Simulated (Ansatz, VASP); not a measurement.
Two plane-wave programs on H3CN

```
N C H
1.0
     8.43433    0.00000    0.00000
     0.00000    8.43433    0.00000
     0.00000    0.00000    8.43433
N C H
8 8 24
Direct
  0.04320 0.64445 0.86892
  0.12745 0.70324 0.78799
  0.79017 0.54473 0.25460
  0.76759 0.66797 0.21731
  0.39600 0.47178 0.07552
  0.47296 0.37157 0.04207
  0.38832 0.82235 0.33273
  0.35153 0.86240 0.21378
  0.76681 0.97828 0.60571
  0.70928 0.07453 0.46387
  0.97949 0.03845 0.09646
  0.05727 0.18820 0.16136
  0.21317 0.14118 0.58918
  0.16812 0.20296 0.75297
  0.69339 0.49426 0.66811
  0.52361 0.50282 0.60613
  0.76889 0.04989 0.71452
  0.68974 0.87574 0.62810
  0.88765 0.93343 0.58653
  0.70659 0.00256 0.35541
  0.58893 0.12046 0.48305
  0.78678 0.17654 0.44052
  0.87916 0.06688 0.01826
  0.06374 0.96717 0.02742
  0.93389 0.96301 0.19229
  0.16003 0.15900 0.23576
  0.09945 0.26565 0.06559
  0.97414 0.25748 0.23387
  0.17429 0.01794 0.57274
  0.15842 0.21278 0.49534
  0.34211 0.14398 0.57087
  0.20543 0.32667 0.76894
  0.03936 0.19840 0.77156
  0.22382 0.13263 0.84728
  0.76829 0.58590 0.61397
  0.69830 0.51146 0.79709
  0.74779 0.37889 0.64213
  0.44845 0.41212 0.66149
  0.46943 0.61881 0.63006
  0.51862 0.48364 0.47742
```

Alike in both runs: functional PBE; dispersion D3(BJ); k mesh 1 × 1 × 1; occupations fermi-dirac, width 0.05 eV; no spin polarisation.

Ansatz relaxed the structure, and its values are those at the end. VASP's run is a single point on that final structure, the one shown.

|  | VASP | Ansatz |
| --- | --- | --- |
| version | VASP 6.6.1 | Ansatz 0.2.0 |
| potentials or method | VASP PAW PBE potentials, release 64 (N_h, C_h, H_h), cutoff 1000 eV | scalar-relativistic, plane waves, PAW |
| valence electrons in the cell | 96 | 96 |

|  | VASP | Ansatz | Ansatz less VASP |
| --- | --- | --- | --- |
| rms of the force components (eV/Å) | 0.016 | 0.029 | +0.0132 |
